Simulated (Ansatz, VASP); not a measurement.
BaTe in VASP and in Ansatz

```
Ba Te
1.0
     3.91085    0.00000    0.00000
     0.00000    3.91085    0.00000
     0.00000    0.00000    3.91085
Ba Te
1 1
Direct
  0.00000 0.00000 0.00000
  0.50000 0.50000 0.50000
```

Change from the starting cell: strain -0.050 along x and y, -0.050 along z, atoms carried along.

Alike in both runs: task single point; functional LDA; k mesh 8 × 8 × 8; occupations gaussian, width 0.05 eV; no spin polarisation.

|  | VASP | Ansatz |
| --- | --- | --- |
| version | VASP 6.6.1 | Ansatz 0.2.0 |
| potentials or method | VASP PAW LDA potentials, release 64 (Ba_sv, Te), cutoff 520 eV | scalar-relativistic, plane waves, PAW |
| valence electrons in the cell | 16 | 26 |

```csv
,VASP,Ansatz,Ansatz less VASP
pressure (GPa),9.8,8.5,-1.29
```

LDA's correlation is that of Perdew and Zunger in VASP and of Perdew and Wang (1992) in Ansatz. VASP's potentials hold 16 valence electrons a cell and Ansatz's 26, so a difference there can come from the potentials and not from the codes.

Spin-orbit coupling is off throughout.
